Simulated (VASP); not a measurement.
Set up this calculation in VASP 6.6.1, as the native input.

```
Task                   : single point
Functional             : LDA
Potentials or basis    : VASP PAW LDA potentials, release 64 (Sn_d, Se)
Cutoff                 : 520 eV
k mesh                 : 10 × 10 × 10
Occupations            : gaussian, width 0.05 eV
Spin                   : no spin polarisation
Dipole correction      : no
Further INCAR settings : ALGO = Normal; EDIFF = 1e-07; NBANDS = 17
```

The structure of SnSe lies in POSCAR:

```
SnSe
1.0
    0.0000000000      3.2699036899      2.5505248782
    3.2699036899      0.0000000000      2.5505248782
    3.2699036899      3.2699036899      0.0000000000
Sn Se
1 1
Direct
    0.0000000000      0.0000000000      0.0000000000
    0.5000000000      0.5000000000      0.5000000000
```

This cell differs from its parent crystal: ratio of the length along z to the lengths across it x 0.78, volume and fractional coordinates fixed.

One way to write it, as run:

INCAR

```
  ALGO = Normal
  EDIFF = 1E-7
  ENCUT = 520
  GGA = CA
  ISIF = 2
  ISMEAR = 0
  LASPH = True
  LCHARG = False
  LREAL = False
  LWAVE = False
  NBANDS = 17
  NELM = 60
  PREC = Accurate
  SIGMA = 0.05
```

KPOINTS

```
k-points
0
Gamma
  10 10 10
```

Potentials or basis: VASP PAW LDA potentials, release 64 (Sn_d, Se).

Command:

```console
$ cat potpaw_LDA.64/Sn_d/POTCAR potpaw_LDA.64/Se/POTCAR > POTCAR
$ mpirun -np 1 vasp_std > vasp.out
```

It gave:

```yaml
Pressure: 4.2 GPa
Band_gap_on_the_k_mesh: zero (band 10 reaches 6.50 eV, above the bottom of band 11 at 5.76 eV)
```

Caveat: spin-orbit coupling is left out, which moves the levels of the heavy elements.

It took 55 s on 1 thread of Intel(R) Xeon(R) Platinum 8559C (Emerald Rapids) (shared host), peak memory 0.22 GiB.
